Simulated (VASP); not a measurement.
Write the native input for VASP 6.6.1 that does the following.

| Property | Result |
| --- | --- |
| Task | relaxation of cell and atoms |
| Functional | PBE |
| Potentials or basis | VASP PAW PBE potentials, release 64 (C, N) |
| Cutoff | 600 eV |
| k mesh | 6 × 6 × 4 |
| Occupations | gaussian, width 0.1 eV |
| Spin | no spin polarisation |
| Dipole correction | no |
| Further INCAR settings | ALGO = Normal; EDIFF = 1e-07; IBRION = 2; EDIFFG = -0.04; NSW = 90; ISIF = 3 |

The structure of C3N lies in POSCAR:

```
C3N
1.0
    2.6986882448      0.0000000000      0.0000000000
    0.0000000000      2.6986882448      0.0000000000
    0.0000000000      0.0000000000      4.4641204548
C N
3 1
Direct
    0.5000000000      0.5000000000      0.8432028832
    0.0000000000      0.0000000000      0.5000000000
    0.5000000000      0.5000000000      0.1567971168
    0.0000000000      0.0000000000      0.0000000000
```

One way to write it, as run:

INCAR

```
PREC     = Accurate       # precision mode
ENCUT    = 600            # plane-wave cutoff, eV
EDIFF    = 1E-7           # SCF threshold, eV
ISMEAR   = 0              # smearing method
SIGMA    = 0.1            # smearing width, eV
LREAL    = False          # projectors in reciprocal space
LASPH    = True           # aspherical terms in the spheres
NELM     = 60             # most SCF steps
ALGO     = Normal         # electronic algorithm
ISIF     = 3              # what is computed and relaxed
LWAVE    = False          # write WAVECAR
LCHARG   = False          # write CHGCAR
GGA      = PE             # functional
IBRION   = 2              # ionic algorithm
NSW      = 90             # ionic steps
EDIFFG   = -0.04          # ionic threshold
```

KPOINTS

```
Automatic mesh
0
Gamma
  6 6 4
```

Potentials or basis: VASP PAW PBE potentials, release 64 (C, N).

Command:

```sh
$ cat potpaw_PBE.64/C/POTCAR potpaw_PBE.64/N/POTCAR > POTCAR
$ mpirun -np 1 vasp_std > vasp.out
```

Results of the run:

- Relaxed volume: 8.16 Å³/atom
- Relaxed cell: a = 2.733 Å, b = 2.733 Å, c = 4.368 Å, α = 90.00°, β = 90.00°, γ = 90.00°
- Space group after relaxing (to 0.05 Å): P4/mmm (No. 123)
- Energy gained by relaxing: 5.2 meV/atom
- Ionic steps: 4
- Pressure after relaxing: 0.1 GPa
- Largest force after relaxing: 0.024 eV/Å

Caveat: the k points lie up to 0.38 Å⁻¹ apart in the final cell.

It took 17 s on 1 thread of Intel(R) Xeon(R) 6975P-C (Granite Rapids), with other jobs on the host, peak memory 0.15 GiB.
